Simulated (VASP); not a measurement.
Wanted: the native input for a VASP 6.6.1 run.

| Quantity | Value |
| --- | --- |
| Task | relaxation of cell and atoms |
| Functional | LDA |
| Potentials or basis | VASP PAW LDA potentials, release 64 (Ti_sv, Pd) |
| Cutoff | 600 eV |
| k mesh | 12 × 12 × 12 |
| Occupations | methfessel-paxton, width 0.1 eV |
| Spin | no spin polarisation |
| Dipole correction | no |
| Further INCAR settings | ALGO = Normal; EDIFF = 1e-07; IBRION = 2; EDIFFG = -0.03; NSW = 80; ISIF = 3 |

The structure of TiPd3 lies in POSCAR:

```
TiPd3
1.0
    3.8200000000      0.0000000000      0.0000000000
    0.0000000000      3.8200000000      0.0000000000
    0.0000000000      0.0000000000      3.8200000000
Ti Pd
1 3
Direct
    0.0000000000      0.0000000000      0.0000000000
    0.0000000000      0.5000000000      0.5000000000
    0.5000000000      0.0000000000      0.5000000000
    0.5000000000      0.5000000000      0.0000000000
```

One way to write it, as run:

INCAR

```
SYSTEM = TiPd3
ALGO     = Normal         ! electronic algorithm
EDIFF    = 1E-7           ! SCF threshold, eV
EDIFFG   = -0.03          ! ionic threshold
ENCUT    = 600            ! plane-wave cutoff, eV
IBRION   = 2              ! ionic algorithm
ISIF     = 3              ! what is computed and relaxed
ISMEAR   = 1              ! smearing method
LASPH    = .TRUE.         ! aspherical terms in the spheres
LCHARG   = .FALSE.        ! write CHGCAR
LREAL    = .FALSE.        ! projectors in reciprocal space
LWAVE    = .FALSE.        ! write WAVECAR
NELM     = 100            ! most SCF steps
NSW      = 80             ! ionic steps
PREC     = Accurate       ! precision mode
SIGMA    = 0.1            ! smearing width, eV
```

KPOINTS

```
k-points
0
G
  12 12 12
  0 0 0
```

Potentials or basis: VASP PAW LDA potentials, release 64 (Ti_sv, Pd).

Launch:

```sh
$ cat potpaw_LDA.64/Ti_sv/POTCAR potpaw_LDA.64/Pd/POTCAR > POTCAR
$ mpirun -np 1 vasp_std > vasp.out
```

It gave:

```
Relaxed volume                        : 14.10 Å³/atom
Relaxed cell                          : a = 3.835 Å, b = 3.835 Å, c = 3.835 Å, α = 90.00°, β = 90.00°, γ = 90.00°
Space group after relaxing (to 0.1 Å) : Pm-3m (No. 221)
Energy gained by relaxing             : 1.3 meV/atom
Ionic steps                           : 3
Pressure after relaxing               : 0.0 GPa
Band gap on the k mesh                : zero (bands 21 and 22 overlap by 1.34 eV)
```

Wall time 7.3 min on 1 thread of Intel Xeon 8259CL, with other jobs on the host, peak memory 0.26 GiB.
